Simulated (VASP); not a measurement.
# CuI (F-43m) in VASP: further runs, part 2 of 2

VASP 6.6.1.

## 5. Single point, r2SCAN (volume changed by +3%)

File POSCAR:

```
CuI
1.0
    0.0000000000      3.0418531130      3.0418531130
    3.0418531130      0.0000000000      3.0418531130
    3.0418531130      3.0418531130      0.0000000000
Cu I
1 1
Direct
    0.0000000000      0.0000000000      0.0000000000
    0.2500000000      0.2500000000      0.2500000000
```

File INCAR.step1:

```
SYSTEM = CuI
PREC     = Accurate       ! precision mode
ENCUT    = 520            ! plane-wave cutoff, eV
ISMEAR   = 0              ! smearing method
SIGMA    = 0.01           ! smearing width, eV
LREAL    = .FALSE.        ! projectors in reciprocal space
LASPH    = .TRUE.         ! aspherical terms in the spheres
NELM     = 100            ! most SCF steps
NBANDS   = 16             ! bands
GGA      = PE             ! functional
ALGO     = Normal         ! electronic algorithm
EDIFF    = 1E-4           ! SCF threshold, eV
LWAVE    = .TRUE.         ! write WAVECAR
LCHARG   = .FALSE.        ! write CHGCAR
```

File INCAR.step2:

```
SYSTEM = CuI
PREC     = Accurate       ! precision mode
ENCUT    = 520            ! plane-wave cutoff, eV
EDIFF    = 1E-7           ! SCF threshold, eV
ISMEAR   = 0              ! smearing method
SIGMA    = 0.01           ! smearing width, eV
LREAL    = .FALSE.        ! projectors in reciprocal space
LASPH    = .TRUE.         ! aspherical terms in the spheres
NELM     = 100            ! most SCF steps
ALGO     = Normal         ! electronic algorithm
ISIF     = 2              ! what is computed and relaxed
LWAVE    = .FALSE.        ! write WAVECAR
LCHARG   = .TRUE.         ! write CHGCAR
METAGGA  = R2SCAN         ! meta-GGA
LMIXTAU  = .TRUE.       
LELF     = .TRUE.         ! ELF
LVHAR    = .TRUE.       
NBANDS   = 16             ! bands
ISTART   = 1
```

File KPOINTS:

```
regular mesh
0
G
  6 6 6
  0 0 0
```

Potentials or basis: VASP PAW PBE potentials, release 64 (Cu, I).

Started as:

```bash
$ cat potpaw_PBE.64/Cu/POTCAR potpaw_PBE.64/I/POTCAR > POTCAR
$ cp INCAR.step1 INCAR
$ mpirun -np 1 vasp_std > vasp.out
$ cp INCAR.step2 INCAR
$ mpirun -np 1 vasp_std > vasp.out
```

OUTCAR:

```text
SYSTEM = CuI
   PREC = Accurate
   ENCUT = 520
   EDIFF = 1E-7
   ISMEAR = 0
   LREAL = .FALSE.
   LASPH = .TRUE.
   NELM = 100
   ISIF = 2
   METAGGA = R2SCAN
   ISTART = 1

 ion  position               nearest neighbor table
   1  0.000  0.000  0.000-   2 2.63   2 2.63   2 2.63   2 2.63
   2  0.250  0.250  0.250-   1 2.63   1 2.63   1 2.63   1 2.63

  LATTYP: Found a face centered cubic cell.
 ALAT       =     6.0837062260

  Lattice vectors:

[... 478 lines left out ...]
     16      16.7813      0.00000

------------------------ aborting loop because EDIFF is reached ----------------------------------------

  FORCE on cell =-STRESS in cart. coord.  units (eV):
  Direction    XX          YY          ZZ          XY          YZ          ZX
  --------------------------------------------------------------------------------------
  -------------------------------------------------------------------------------------
  Total       -0.4350316     -0.4350316     -0.4350316      0.0000000      0.0000000     -0.0000000
  in kB      -12.3818820    -12.3818820    -12.3818820      0.0000000      0.0000000     -0.0000000
  external PRESSURE =     -12.3818820 kB  Pullay stress =       0.0000000 kB

 VOLUME and BASIS-vectors are now :
 -----------------------------------------------------------------------------
  energy-cutoff  :      520.00
  volume of cell :       56.29
      direct lattice vectors                 reciprocal lattice vectors
     0.000000000  3.041853113  3.041853113    -0.164373486  0.164373486  0.164373486
     3.041853113  0.000000000  3.041853113     0.164373486 -0.164373486  0.164373486
     3.041853113  3.041853113  0.000000000     0.164373486  0.164373486 -0.164373486

 POSITION                                       TOTAL-FORCE (eV/Angst)
 -----------------------------------------------------------------------------------
      0.00000      0.00000      0.00000         0.000000      0.000000      0.000000
      1.52093      1.52093      1.52093        -0.000000     -0.000000     -0.000000
 -----------------------------------------------------------------------------------
    total drift:                                0.000007      0.000007      0.000007

  FREE ENERGIE OF THE ION-ELECTRON SYSTEM (eV)
  ---------------------------------------------------
  free  energy   TOTEN  =       -35.7874290626 eV

  energy  without entropy=      -35.7874290626  energy(sigma->0) =      -35.78742906
```

OUTCAR.step1:

```text
SYSTEM = CuI
   PREC = Accurate
   ENCUT = 520
   ISMEAR = 0
   LREAL = .FALSE.
   LASPH = .TRUE.
[... 514 lines left out ...]
      0.00000      0.00000      0.00000         0.000000     -0.000000      0.000000
      1.52093      1.52093      1.52093        -0.000000      0.000000     -0.000000
 -----------------------------------------------------------------------------------
    total drift:                               -0.000000     -0.000000     -0.000000

  FREE ENERGIE OF THE ION-ELECTRON SYSTEM (eV)
  ---------------------------------------------------
  free  energy   TOTEN  =        -5.5604099742 eV

  energy  without entropy=       -5.5604099742  energy(sigma->0) =       -5.56040997
```

Wall time 75 s (1 thread of AMD EPYC 7R13 (Zen 3), shared host); peak memory 0.16 GiB.

What came out:

```
Free energy            : -35.7874 eV
Pressure               : -1.2 GPa
Band gap on the k mesh : 1.58 eV, direct
```

Levels at points of the mesh, in eV from the valence-band top:
| k point | band 5 | band 6 | band 7 | band 8 | band 9 | band 10 | band 11 | band 12 | band 13 | band 14 |
| --- | --- | --- | --- | --- | --- | --- | --- | --- | --- | --- |
| (0.00, 0.00, 0.00) | -1.79 | -1.79 | 0.00 | 0.00 | 0.00 | 1.58 | 5.26 | 5.26 | 5.26 | 8.63 |
| (0.50, 0.00, 0.00) | -1.76 | -1.76 | -1.73 | -0.69 | -0.69 | 2.54 | 5.75 | 5.75 | 7.69 | 9.62 |
| (0.50, 0.50, 0.00) | -1.83 | -1.72 | -1.70 | -1.46 | -1.46 | 2.96 | 3.19 | 9.71 | 10.35 | 10.35 |

Caveat: the PAW data sets were made with another functional, which shifts forces and pressure a little; spin-orbit coupling is left out, which moves the levels of the heavy elements.

## 6. Single point, r2SCAN (volume changed by +6%)

File POSCAR:

```
CuI
1.0
    0.0000000000      3.0711034950      3.0711034950
    3.0711034950      0.0000000000      3.0711034950
    3.0711034950      3.0711034950      0.0000000000
Cu I
1 1
Direct
    0.0000000000      0.0000000000      0.0000000000
    0.2500000000      0.2500000000      0.2500000000
```

File INCAR.step1:

```
SYSTEM = CuI
ALGO = Normal
EDIFF = 1E-4
ENCUT = 520
GGA = PE
ISMEAR = 0
LASPH = .True.
LCHARG = .False.
LREAL = .False.
LWAVE = .True.
NBANDS = 16
NELM = 100
PREC = Accurate
SIGMA = 0.01
```

File INCAR.step2:

```
SYSTEM = CuI
ALGO = Normal
EDIFF = 1E-6
ENCUT = 520
ISIF = 2
ISMEAR = 0
ISTART = 1
LASPH = .True.
LCHARG = .False.
LMIXTAU = .True.
LREAL = .False.
LWAVE = .False.
METAGGA = R2SCAN
NBANDS = 16
NELM = 100
PREC = Accurate
SIGMA = 0.01
```

File KPOINTS:

```
k-points
0
Gamma
  6 6 6
  0 0 0
```

Potentials or basis: VASP PAW PBE potentials, release 64 (Cu, I).

Started as:

```bash
$ cat potpaw_PBE.64/Cu/POTCAR potpaw_PBE.64/I/POTCAR > POTCAR
$ cp INCAR.step1 INCAR
$ mpirun -np 1 vasp_std > vasp.out
$ cp INCAR.step2 INCAR
$ mpirun -np 1 vasp_std > vasp.out
```

OUTCAR:

```text
SYSTEM = CuI
   EDIFF = 1E-6
   ENCUT = 520
   ISIF = 2
   ISMEAR = 0
   ISTART = 1
   LASPH = .True.
   LREAL = .False.
   METAGGA = R2SCAN
   NELM = 100
   PREC = Accurate

 ion  position               nearest neighbor table
   1  0.000  0.000  0.000-   2 2.66   2 2.66   2 2.66   2 2.66
   2  0.250  0.250  0.250-   1 2.66   1 2.66   1 2.66   1 2.66

  LATTYP: Found a face centered cubic cell.
 ALAT       =     6.1422069900

  Lattice vectors:

 A1 = (   0.0000000000,   3.0711034950,   3.0711034950)
 A2 = (   3.0711034950,   0.0000000000,   3.0711034950)
 A3 = (   3.0711034950,   3.0711034950,   0.0000000000)

Analysis of symmetry for initial positions (statically):
=====================================================================
 Subroutine PRICEL returns:
 Original cell was already a primitive cell.

 Routine SETGRP: Setting up the symmetry group for a
 face centered cubic supercell.

 Subroutine GETGRP returns: Found 24 space group operations
 (whereof 24 operations were pure point group operations)
 out of a pool of 48 trial point group operations.

The static configuration has the point symmetry T_d .

Analysis of symmetry for dynamics (positions and initial velocities):
=====================================================================
 Subroutine PRICEL returns:
 Original cell was already a primitive cell.

 Routine SETGRP: Setting up the symmetry group for a
 face centered cubic supercell.

 Subroutine GETGRP returns: Found 24 space group operations
 (whereof 24 operations were pure point group operations)
 out of a pool of 48 trial point group operations.

The dynamic configuration has the point symmetry T_d .

 Subroutine INISYM returns: Found 24 space group operations
 (whereof 24 operations are pure point group operations),
 and found     1 'primitive' translations

----------------------------------------------------------------------------------------

                                     Primitive cell

  volume of cell :      57.9313

  direct lattice vectors                    reciprocal lattice vectors
     0.000000000  3.071103495  3.071103495    -0.162807929  0.162807929  0.162807929
     3.071103495  0.000000000  3.071103495     0.162807929 -0.162807929  0.162807929
     3.071103495  3.071103495  0.000000000     0.162807929  0.162807929 -0.162807929

  length of vectors
     4.343196214  4.343196214  4.343196214     0.281991605  0.281991605  0.281991605

  position of ions in fractional coordinates (direct lattice)
     0.000000000  0.000000000  0.000000000
     0.250000000  0.250000000  0.250000000

  ion indices of the primitive-cell ions
   primitive index   ion index
                 1           1
                 2           2

----------------------------------------------------------------------------------------

 KPOINTS: k-points

Automatic generation of k-mesh.
 Grid dimensions read from file:
 generate k-points for:    6    6    6

 Generating k-lattice:

  Cartesian coordinates                     Fractional coordinates (reciprocal lattice)
    -0.027134655  0.027134655  0.027134655     0.166666667  0.000000000  0.000000000
     0.027134655 -0.027134655  0.027134655     0.000000000  0.166666667  0.000000000
     0.027134655  0.027134655 -0.027134655     0.000000000  0.000000000  0.166666667

  Length of vectors
     0.046998601  0.046998601  0.046998601

  Shift w.r.t. Gamma in fractional coordinates (k-lattice)
     0.000000000  0.000000000  0.000000000

 Subroutine IBZKPT returns following result:
 ===========================================

 Found     16 irreducible k-points:

 Following reciprocal coordinates:
            Coordinates               Weight
  0.000000  0.000000  0.000000      1.000000
  0.166667  0.000000  0.000000      8.000000
  0.333333  0.000000  0.000000      8.000000
  0.500000  0.000000  0.000000      4.000000
  0.166667  0.166667  0.000000      6.000000
  0.333333  0.166667  0.000000     24.000000
[... 8 lines left out ...]
 -0.333333  0.333333  0.166667     24.000000
 -0.333333  0.500000  0.166667     12.000000
   k-points           NKPTS =     16   k-points in BZ     NKDIM =     16   number of bands    NBANDS=     16
   number of dos      NEDOS =    301   number of ions     NIONS =      2
   total plane-waves  NPLWV =  32768
   dimension x,y,z NGX =    32 NGY =   32 NGZ =   32
   dimension x,y,z NGXF=    64 NGYF=   64 NGZF=   64
   ions per type =               1   1
   NGX,Y,Z   is equivalent  to a cutoff of  12.25, 12.25, 12.25 a.u.
   NGXF,Y,Z  is equivalent  to a cutoff of  24.50, 24.50, 24.50 a.u.
 SYSTEM =  CuI
   PREC   = accura    normal or accurate (medium, high low for compatibility)
   ISTART =      1    job   : 0-new  1-cont  2-samecut
   ICHARG =      0    charge: 1-file 2-atom 10-const
   ISPIN  =      1    spin polarized calculation?
   LNONCOLLINEAR =      F non collinear calculations
   LSORBIT =      F    spin-orbit coupling
   LASPH  =      T    aspherical Exc in radial PAW
   ENCUT  =  520.0 eV  38.22 Ry    6.18 a.u.   8.08  8.08  8.08*2*pi/ulx,y,z
   NELM   =    100;   NELMIN=  2; NELMDL=  0     # of ELM steps
   EDIFF  = 0.1E-05   stopping-criterion for ELM
   LREAL  =      F    real-space projection
   EDIFFG = 0.1E-04   stopping-criterion for IOM
   NSW    =      0    number of steps for IOM
   IBRION =     -1    ionic relax: 0-MD 1-quasi-New 2-CG
   NFREE  =      0    steps in history (QN), initial steepest desc. (CG)
   ISIF   =      2    stress and relaxation
   ISYM   =      2    0-nonsym 1-usesym 2-fastsym
   POTIM  = 0.5000    time-step for ionic-motion
   TEBEG  =    0.0;   TEEND  =   0.0 temperature during run
   PSTRESS=    0.0 pullay stress
   NELECT =      18.0000    total number of electrons
   NUPDOWN=      -1.0000    fix difference up-down
   EMIN   =  10.00;   EMAX   =-10.00  energy-range for DOS
   EFERMI =   0.00;   METHOD = LEGACY
   ISMEAR =     0;   SIGMA  =   0.01  broadening in eV -4-tet -1-fermi 0-gaus
   EFERMI_NEDOS =   21; number of points for ismear=-14 and -15
   IALGO  =     38    algorithm
   IMIX   =      4    mixing-type and parameters
     AMIX     =   0.40;   BMIX     =  1.00
     AMIX_MAG =   1.60;   BMIX_MAG =  1.00
  volume/ion in A,a.u.               =      28.97       195.47
  Fermi-wavevector in a.u.,A,eV,Ry     =   1.108820  2.095367 16.728128  1.229483
  Thomas-Fermi vector in A             =   2.245352
   LORBIT       =      0    0 simple, 1 ext, 2 COOP (PROOUT), +10 PAW based schemes
   METAGGA = R2SCAN    functional components
   LHFCALC =     F    Hartree Fock is set to
   AEXX    =    0.0000 exact exchange contribution
   IVDW    =     0    specifies the selected vdW correction
   LEPSILON=     F    determine dielectric tensor
   LRPA    =     F    only Hartree local field effects (RPA)
 non-spin polarized calculation
 Gauss-broadening in eV      SIGMA  =   0.01
  energy-cutoff  :      520.00
  volume of cell :       57.93
 maximum number of plane-waves:      1588
   NGX = 17   NGY = 17   NGZ = 17

 number of electron      17.9999995 magnetization

 Free energy of the ion-electron system (eV)
  ---------------------------------------------------
  ext. energy  EPLUGINS =         0.00000000
  ---------------------------------------------------
  free energy    TOTEN  =       -35.76995882 eV

  energy without entropy =      -35.76995882  energy(sigma->0) =      -35.76995882

 E-fermi :   3.9501     XC(G=0):  -9.2587

 val. band max:        3.8475424736   @ k =   0.0000   0.0000   0.0000
 cond. band min:       5.3527027961   @ k =   0.0000   0.0000   0.0000
 fundamental gap:      1.5051603225
 Fermi energy:         3.9501254055

 k-point     1 :       0.0000    0.0000    0.0000
  band No.  band energies     occupation
      1     -10.4719      2.00000
      2       0.2192      2.00000
      3       0.2193      2.00000
      4       0.2193      2.00000
      5       2.1702      2.00000
      6       2.1702      2.00000
[... 8 lines left out ...]
     15      13.7700      0.00000
     16      13.7700      0.00000
[... 267 lines left out ...]
 k-point    16 :      -0.3333    0.5000    0.1667
  band No.  band energies     occupation
      1      -9.7694      2.00000
      2      -1.4020      2.00000
      3      -0.4348      2.00000
      4      -0.0040      2.00000
      5       2.1210      2.00000
      6       2.1257      2.00000
[... 8 lines left out ...]
     15      15.7049      0.00000
     16      16.3395      0.00000

------------------------ aborting loop because EDIFF is reached ----------------------------------------

  FORCE on cell =-STRESS in cart. coord.  units (eV):
  Direction    XX          YY          ZZ          XY          YZ          ZX
  --------------------------------------------------------------------------------------
  -------------------------------------------------------------------------------------
  Total       -0.8136299     -0.8136299     -0.8136299      0.0000000     -0.0000000     -0.0000000
  in kB      -22.5021559    -22.5021559    -22.5021559      0.0000000     -0.0000000     -0.0000000
  external PRESSURE =     -22.5021559 kB  Pullay stress =       0.0000000 kB

 VOLUME and BASIS-vectors are now :
 -----------------------------------------------------------------------------
  energy-cutoff  :      520.00
  volume of cell :       57.93
      direct lattice vectors                 reciprocal lattice vectors
     0.000000000  3.071103495  3.071103495    -0.162807929  0.162807929  0.162807929
     3.071103495  0.000000000  3.071103495     0.162807929 -0.162807929  0.162807929
     3.071103495  3.071103495  0.000000000     0.162807929  0.162807929 -0.162807929

 POSITION                                       TOTAL-FORCE (eV/Angst)
 -----------------------------------------------------------------------------------
      0.00000      0.00000      0.00000         0.000000      0.000000      0.000000
      1.53555      1.53555      1.53555        -0.000000     -0.000000     -0.000000
 -----------------------------------------------------------------------------------
    total drift:                                0.000007      0.000007      0.000007

  FREE ENERGIE OF THE ION-ELECTRON SYSTEM (eV)
  ---------------------------------------------------
  free  energy   TOTEN  =       -35.7699588213 eV

  energy  without entropy=      -35.7699588213  energy(sigma->0) =      -35.76995882
```

Run time: 56 s. Hardware: 1 thread of AMD EPYC 7R13 (Zen 3), shared host; peak memory 0.16 GiB.

Results:

* Free energy: -35.7700 eV
* Pressure: -2.3 GPa
* Band gap on the k mesh: 1.51 eV, direct

Caveat: the PAW data sets were made with another functional, which shifts forces and pressure a little; spin-orbit coupling is left out, which moves the levels of the heavy elements.

## 7. Overview

```csv
cell,gap on the mesh (eV),pressure (GPa)
"a = 4.173 Å, angles 60.0°, 2 atoms",1.87,3.1
"a = 4.217 Å, angles 60.0°, 2 atoms",1.77,1.4
"a = 4.260 Å, angles 60.0°, 2 atoms",1.67,-0.1
"a = 4.302 Å, angles 60.0°, 2 atoms",1.58,-1.2
"a = 4.343 Å, angles 60.0°, 2 atoms",1.51,-2.3
```

Alike in all rows: task single point; level r2SCAN; potentials or basis VASP PAW PBE potentials, release 64 (Cu, I); no spin polarisation; k mesh 6 × 6 × 6; cutoff (eV) 520; smearing gaussian 0.01 eV.

Caveats: the PAW data sets were made with another functional, which shifts forces and pressure a little; spin-orbit coupling is left out, which moves the levels of the heavy elements.

Absolute energies hang on the potentials; compare differences alone.
